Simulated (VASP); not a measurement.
Input of a VASP 6.6.1 run:

File INCAR:

```
SYSTEM = Mg
PREC = Accurate
ENCUT = 520
EDIFF = 1E-7
ISMEAR = 0
SIGMA = 0.15
LREAL = .FALSE.
LASPH = .TRUE.
NELM = 60
ALGO = Fast
ISIF = 2
LWAVE = .FALSE.
LCHARG = .FALSE.
GGA = PE
NBANDS = 9
```

File KPOINTS:

```
regular mesh
0
G
  18 18 10
  0 0 0
```

The input POSCAR:

```
Mg
1.0
    3.2092715325      0.0000000000      0.0000000000
   -1.6046357662      2.7793106748      0.0000000000
    0.0000000000      0.0000000000      5.2103300000
Mg
2
Direct
    0.2290708806      0.5903412539      0.1924220731
    0.6666666667      0.3333333333      0.7500000000
```

Potentials or basis: VASP PAW PBE potentials, release 64 (Mg).

Run with:

```console
$ cat potpaw_PBE.64/Mg/POTCAR > POTCAR
$ mpirun -np 1 vasp_std > vasp.out
```

(1) Estimate the band gap on the k mesh.

(2) What does it give for the largest force?

Answers

(1) zero (bands 2 and 3 overlap by 2.31 eV).

(2) 0.946 eV/Å.

Caveat: the cell differs from its parent crystal (atom 1 (Mg) moved by (-0.300, -0.300) A along [1 1 0] and z).
